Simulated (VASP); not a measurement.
# SbS5: single point with PBE

Crystal: SbS5.

```
Sb S
1.0
     5.95870    0.00000    0.00000
    -2.97935    5.16039    0.00000
     0.00000    0.00000    4.81370
Sb S
1 5
Direct
  0.00000 0.00000 0.00000
  0.33333 0.66667 0.00000
  0.66667 0.33333 0.00000
  0.50000 0.00000 0.50000
  0.50000 0.50000 0.50000
  0.00000 0.50000 0.50000
```

The cell was built from a structure type or drawn by symmetry, and may not be a known phase.

```yaml
Program: VASP 6.6.1
Task: single point
Functional: PBE
Potentials_or_basis: VASP PAW PBE potentials, release 64 (Sb, S)
Cutoff: 520 eV
k_mesh: 3 × 3 × 4
Occupations: gaussian, width 0.1 eV
Spin: no spin polarisation
```

| Item | Value |
| --- | --- |
| Pressure | -10.6 GPa |
| Band gap on the k mesh | zero (an odd number of electrons rules out a gap without spin polarisation) |

Stress tensor (GPa, compression positive):
```
 -9.94   0.00   0.00
  0.00  -9.94   0.00
  0.00   0.00 -11.90
```

Levels at points of the mesh, in eV from the Fermi level:
```csv
k point,band 14,band 15,band 16,band 17,band 18,band 19,band 20,band 21,band 22,band 23
"(0.00, 0.00, 0.00)",-1.51,-1.51,-0.93,-0.93,0.37,0.58,0.58,0.69,2.33,2.33
"(0.00, 0.00, 0.50)",-1.56,-1.32,-0.88,0.68,0.72,1.07,1.07,1.24,1.24,1.43
```

Run time: 24 s on 1 thread of Intel(R) Xeon(R) 6975P-C (Granite Rapids), with other jobs on the host, peak memory 0.27 GiB.

Caveat: the k points lie up to 0.41 Å⁻¹ apart, too coarse for converged energies and pressures of a metal; spin-orbit coupling is left out, which moves the levels of the heavy elements.
